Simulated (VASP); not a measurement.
Runs of VASP 6.6.1 on HfO2. The structure is that of space group P4_2/mnm (No. 136), or close to it. The cells are those of the table. 

```csv
cell,gap on the mesh (eV),pressure (GPa),largest force (eV/Å)
"a = 4.732, b = 4.732, c = 3.151 Å, 6 atoms",3.97,(b),0.10
"a = 4.830, b = 4.830, c = 3.216 Å, 6 atoms",3.74,-8.2,0.11
"a = 4.877, b = 4.877, c = 3.248 Å, 6 atoms",3.63,-14.1,0.20
"a = 4.781, b = 4.781, c = 3.184 Å, 6 atoms",3.85,-1.2,0.01
"a = 4.923, b = 4.923, c = 3.279 Å, 6 atoms",3.52,(a),0.27
```

Alike in all rows: task single point; level LDA; potentials or basis VASP PAW LDA potentials, release 64 (Hf_pv, O); no spin polarisation; k mesh 4 × 4 × 6; cutoff (eV) 520; smearing methfessel-paxton 0.05 eV.

Task: Fill in the values left out.

Result: (a) -19.1; (b) 6.9.

Caveats: spin-orbit coupling is left out, which moves the levels of the heavy elements.

A k mesh can miss the band edges, and the runs leave out spin-orbit coupling on Hf.
